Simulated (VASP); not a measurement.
# ScAl3 (I4/mmm) in VASP: single point with PBE

Aim: the single point of ScAl3 with PBE.

Everything below comes from runs of VASP 6.6.1. Logs are shortened: lines on timing, memory, paths and dates and some standing lists are left out, and cuts for length are marked.

## 1. The cell of the first run

It takes space group I4/mmm (No. 139, tetragonal). The conventional cell has a = 4.023 Å, b = 4.023 Å, c = 8.818 Å, α = 90.00°, β = 90.00°, γ = 90.00°. Within 3.7 Å of Sc (site symmetry 4/mmm) lie 12 Al at 2.84 to 2.98 Å. Al (site symmetry -4m2) has 8 Al at 2.84 to 2.98 Å and 4 Sc at 2.98 Å within 3.7 Å. Al (site symmetry 4/mmm) has 4 Sc at 2.84 Å and 8 Al at 2.98 Å within 3.7 Å.

## 2. Single point, PBE

INCAR

```
SYSTEM = ScAl3
  PREC = Accurate
  ENCUT = 520
  EDIFF = 1E-6
  ISMEAR = 0
  SIGMA = 0.1
  LREAL = .FALSE.
  LASPH = .TRUE.
  NELM = 100
  ALGO = Fast
  ISIF = 2
  LWAVE = .FALSE.
  LCHARG = .FALSE.
  GGA = PE
  NBANDS = 18
```

KPOINTS

```
regular mesh
0
G
  16 16 16
  0 0 0
```

POSCAR

```
ScAl3
1.0
   -2.0115326113      2.0115326113      4.4091141891
    2.0115326113     -2.0115326113      4.4091141891
    2.0115326113      2.0115326113     -4.4091141891
Sc Al
1 3
Direct
    0.0000000000      0.0000000000      0.0000000000
    0.7500000000      0.2500000000      0.5000000000
    0.2500000000      0.7500000000      0.5000000000
    0.5000000000      0.5000000000      0.0000000000
```

Potentials or basis: VASP PAW PBE potentials, release 64 (Sc_sv, Al).

Command:

```bash
cat potpaw_PBE.64/Sc_sv/POTCAR potpaw_PBE.64/Al/POTCAR > POTCAR
mpirun -np 1 vasp_std > vasp.out
```

OUTCAR:

```text
SYSTEM = ScAl3
   PREC = Accurate
   ENCUT = 520
   EDIFF = 1E-6
   ISMEAR = 0
   LREAL = .FALSE.
   LASPH = .TRUE.
   NELM = 100
   ISIF = 2
   GGA = PE

 ion  position               nearest neighbor table
   1  0.000  0.000  0.000-   4 2.84   4 2.84   4 2.84   4 2.84   3 2.98   2 2.98   3 2.98   3 2.98
                             2 2.98   2 2.98   3 2.98   2 2.98
   2  0.750  0.250  0.500-   3 2.84   3 2.84   3 2.84   3 2.84   4 2.98   1 2.98   4 2.98   1 2.98
                             4 2.98   4 2.98   1 2.98   1 2.98
   3  0.250  0.750  0.500-   2 2.84   2 2.84   2 2.84   2 2.84   4 2.98   1 2.98   4 2.98   4 2.98
                             1 2.98   1 2.98   4 2.98   1 2.98
   4  0.500  0.500  0.000-   1 2.84   1 2.84   1 2.84   1 2.84   3 2.98   2 2.98   3 2.98   2 2.98
                             3 2.98   3 2.98   2 2.98   2 2.98

  LATTYP: Found a body centered tetragonal cell.
 ALAT       =     4.0230652226
 C/A-ratio  =     2.1919178264

  Lattice vectors:

 A1 = (  -2.0115326113,   2.0115326113,   4.4091141891)
 A2 = (   2.0115326113,  -2.0115326113,   4.4091141891)
 A3 = (   2.0115326113,   2.0115326113,  -4.4091141891)

Analysis of symmetry for initial positions (statically):
=====================================================================
 Subroutine PRICEL returns:
 Original cell was already a primitive cell.

 Routine SETGRP: Setting up the symmetry group for a
 body centered tetragonal supercell.

 Subroutine GETGRP returns: Found 16 space group operations
 (whereof 16 operations were pure point group operations)
 out of a pool of 16 trial point group operations.

The static configuration has the point symmetry D_4h.

Analysis of symmetry for dynamics (positions and initial velocities):
=====================================================================
 Subroutine PRICEL returns:
 Original cell was already a primitive cell.

 Routine SETGRP: Setting up the symmetry group for a
 body centered tetragonal supercell.

 Subroutine GETGRP returns: Found 16 space group operations
 (whereof 16 operations were pure point group operations)
 out of a pool of 16 trial point group operations.

The dynamic configuration has the point symmetry D_4h.

 Subroutine INISYM returns: Found 16 space group operations
 (whereof 16 operations are pure point group operations),
 and found     1 'primitive' translations

----------------------------------------------------------------------------------------

                                     Primitive cell
[... 98 lines left out ...]
   NSW    =      0    number of steps for IOM
   IBRION =     -1    ionic relax: 0-MD 1-quasi-New 2-CG
   NFREE  =      0    steps in history (QN), initial steepest desc. (CG)
   ISIF   =      2    stress and relaxation
   ISYM   =      2    0-nonsym 1-usesym 2-fastsym
   POTIM  = 0.5000    time-step for ionic-motion
   TEBEG  =    0.0;   TEEND  =   0.0 temperature during run
   PSTRESS=    0.0 pullay stress
   NELECT =      20.0000    total number of electrons
   NUPDOWN=      -1.0000    fix difference up-down
   EMIN   =  10.00;   EMAX   =-10.00  energy-range for DOS
   EFERMI =   0.00;   METHOD = LEGACY
   ISMEAR =     0;   SIGMA  =   0.10  broadening in eV -4-tet -1-fermi 0-gaus
   EFERMI_NEDOS =   21; number of points for ismear=-14 and -15
   IALGO  =     68    algorithm
   IMIX   =      4    mixing-type and parameters
     AMIX     =   0.40;   BMIX     =  1.00
     AMIX_MAG =   1.60;   BMIX_MAG =  1.00
  volume/ion in A,a.u.               =      17.84       120.39
  Fermi-wavevector in a.u.,A,eV,Ry     =   1.071346  2.024550 15.616519  1.147782
  Thomas-Fermi vector in A             =   2.207083
   LORBIT       =      0    0 simple, 1 ext, 2 COOP (PROOUT), +10 PAW based schemes
   GGA     = PE    functional components
   LHFCALC =     F    Hartree Fock is set to
   AEXX    =    0.0000 exact exchange contribution
   IVDW    =     0    specifies the selected vdW correction
   LEPSILON=     F    determine dielectric tensor
   LRPA    =     F    only Hartree local field effects (RPA)
 non-spin polarized calculation
 RMM-DIIS sequential band-by-band and
 Gauss-broadening in eV      SIGMA  =   0.10
  energy-cutoff  :      520.00
  volume of cell :       71.36
 maximum number of plane-waves:      1957
   NGX = 19   NGY = 19   NGZ = 19

 number of electron      19.9999998 magnetization

 Free energy of the ion-electron system (eV)
  ---------------------------------------------------
  ext. energy  EPLUGINS =         0.00000000
  ---------------------------------------------------
  free energy    TOTEN  =       -18.94337165 eV

  energy without entropy =      -18.93310765  energy(sigma->0) =      -18.93823965

 E-fermi :   6.5047     XC(G=0): -10.2531

 val. band max:        6.4912369040   @ k =  -0.1875   0.1875   0.1875
 cond. band min:       6.5070369374   @ k =  -0.3125   0.5000   0.1250
 fundamental gap:      0.0158000334
 Fermi energy:         6.5047381267

 k-point     1 :       0.0000    0.0000    0.0000
  band No.  band energies     occupation
      1     -42.3621      2.00000
      2     -21.0566      2.00000
      3     -21.0381      2.00000
      4     -21.0381      2.00000
      5      -2.9052      2.00000
      6       3.9826      2.00000
[... 481 lines left out ...]
      5      -2.8307      2.00000
      6       4.0434      2.00000
[... 10 lines left out ...]
     17      11.0754      0.00000
     18      11.2183      0.00000

 [... further k-points ...]

------------------------ aborting loop because EDIFF is reached ----------------------------------------

  FORCE on cell =-STRESS in cart. coord.  units (eV):
  Direction    XX          YY          ZZ          XY          YZ          ZX
  --------------------------------------------------------------------------------------
  -------------------------------------------------------------------------------------
  Total        0.0084629      0.0084629      0.0097184      0.0000000     -0.0000000     -0.0000000
  in kB        0.1900055      0.1900055      0.2181930      0.0000000     -0.0000000     -0.0000000
  external PRESSURE =       0.1994013 kB  Pullay stress =       0.0000000 kB

 VOLUME and BASIS-vectors are now :
 -----------------------------------------------------------------------------
  energy-cutoff  :      520.00
  volume of cell :       71.36
      direct lattice vectors                 reciprocal lattice vectors
    -2.011532611  2.011532611  4.409114189     0.000000000  0.248566688  0.113401463
     2.011532611 -2.011532611  4.409114189     0.248566688  0.000000000  0.113401463
     2.011532611  2.011532611 -4.409114189     0.248566688  0.248566688  0.000000000

 POSITION                                       TOTAL-FORCE (eV/Angst)
 -----------------------------------------------------------------------------------
      0.00000      0.00000      0.00000        -0.000000     -0.000000     -0.000000
      0.00000      2.01153      2.20456         0.000000      0.000000      0.000000
      2.01153      0.00000      2.20456        -0.000000      0.000000     -0.000000
      0.00000      0.00000      4.40911        -0.000000     -0.000000     -0.000000
 -----------------------------------------------------------------------------------
    total drift:                               -0.000000     -0.000000      0.000000

  FREE ENERGIE OF THE ION-ELECTRON SYSTEM (eV)
  ---------------------------------------------------
  free  energy   TOTEN  =       -18.9433716534 eV

  energy  without entropy=      -18.9331076480  energy(sigma->0) =      -18.93823965
```

OSZICAR:

```text
N       E                     dE             d eps       ncg     rms          rms(c)
DAV:   1     0.106903259581E+03    0.10690E+03   -0.81887E+03 12580   0.997E+02
DAV:   2    -0.151212112185E+02   -0.12202E+03   -0.11907E+03 12622   0.288E+02
DAV:   3    -0.199351117310E+02   -0.48139E+01   -0.46285E+01 19074   0.550E+01
DAV:   4    -0.200575479825E+02   -0.12244E+00   -0.12208E+00 19382   0.898E+00
DAV:   5    -0.200598182936E+02   -0.22703E-02   -0.22701E-02 19026   0.107E+00    0.796E+00
RMM:   6    -0.188911180179E+02    0.11687E+01   -0.20329E+00 13433   0.150E+01    0.235E+00
RMM:   7    -0.189831802395E+02   -0.92062E-01   -0.17693E+00 17464   0.586E+00    0.127E+00
RMM:   8    -0.189447662789E+02    0.38414E-01   -0.14828E-01 14492   0.429E+00    0.137E+00
RMM:   9    -0.189479746172E+02   -0.32083E-02   -0.10102E-01 17137   0.265E+00    0.559E-01
RMM:  10    -0.189429407511E+02    0.50339E-02   -0.23383E-02 16702   0.142E+00    0.135E-01
RMM:  11    -0.189433028347E+02   -0.36208E-03   -0.45466E-03 18152   0.470E-01    0.768E-02
RMM:  12    -0.189433936509E+02   -0.90816E-04   -0.83644E-04 20149   0.231E-01    0.311E-02
RMM:  13    -0.189433794363E+02    0.14215E-04   -0.15926E-04 19630   0.107E-01    0.136E-02
RMM:  14    -0.189433744711E+02    0.49652E-05   -0.31624E-05 18602   0.418E-02    0.995E-03
RMM:  15    -0.189433712235E+02    0.32476E-05   -0.15211E-05 18152   0.390E-02    0.357E-03
RMM:  16    -0.189433716534E+02   -0.42986E-06   -0.37673E-06 15414   0.191E-02
   1 F= -.18943372E+02 E0= -.18938240E+02  d E =-.102640E-01
```

stdout:

```text
POSCAR found type information on POSCAR ScAl
 POSCAR found :  2 types and       4 ions
 scaLAPACK will be used
 LDA part: xc-table for (Slater+PW92), standard interpolation
 POSCAR, INCAR and KPOINTS ok, starting setup
 FFT: planning ... GRIDC
 FFT: planning ... GRID_SOFT
 FFT: planning ... GRID
 WAVECAR not read
 entering main loop
```

Run time: 12 min. Hardware: 1 thread of Intel Xeon Platinum 8259CL at 2.50GHz (Skylake/Cascade Lake), shared host; peak memory 0.57 GiB.

Results:

- Free energy: -18.9434 eV
- Pressure: 0.0 GPa
- Band gap on the k mesh: zero (bands 10 and 11 overlap by 2.01 eV)
